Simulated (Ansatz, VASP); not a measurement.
## Pd: VASP beside Ansatz

```xyz
10
Lattice="2.7145 0.0000 0.0000 0.0000 3.8389 0.0000 0.0000 0.0000 27.2155" Properties=species:S:1:pos:R:3 pbc="T T T"
Pd    1.3573    1.9195    7.5893
Pd    0.0000    0.0000    8.8146
Pd    1.3573    1.9195   10.2276
Pd    0.0000    0.0000   11.5739
Pd    1.3573    1.9195   12.9261
Pd    0.0000    0.0000   14.2893
Pd    1.3573    1.9195   15.6416
Pd    0.0000    0.0000   16.9879
Pd    1.3573    1.9195   18.4009
Pd    0.0000    0.0000   19.6262
```

Alike in both runs: functional LDA; k mesh 13 × 9 × 1; occupations gaussian, width 0.1 eV; no spin polarisation.

Ansatz relaxed the structure, and its values are those at the end. VASP's run is a single point on that final structure, the one shown.

|  | VASP | Ansatz |
| --- | --- | --- |
| version | VASP 6.6.1 | Ansatz 0.2.0 |
| potentials or method | VASP PAW LDA potentials, release 64 (Pd), cutoff 520 eV | scalar-relativistic, plane waves, PAW |
| valence electrons in the cell | 100 | 180 |

Ansatz gave:

* gap on the k mesh at the Fermi level (eV): none
* rms of the force components (eV/Å): 0.001

**Question.** Estimate VASP's values.

**Answer.** gap on the k mesh at the Fermi level (eV): none; rms of the force components (eV/Å): 0.004.

LDA's correlation is that of Perdew and Zunger in VASP and of Perdew and Wang (1992) in Ansatz. A gap of «none» marks a metal or a gap that the smearing closes. VASP's potentials hold 100 valence electrons a cell and Ansatz's 180, so a difference there can come from the potentials and not from the codes. Ansatz's warnings: xc potential rough in thin density.
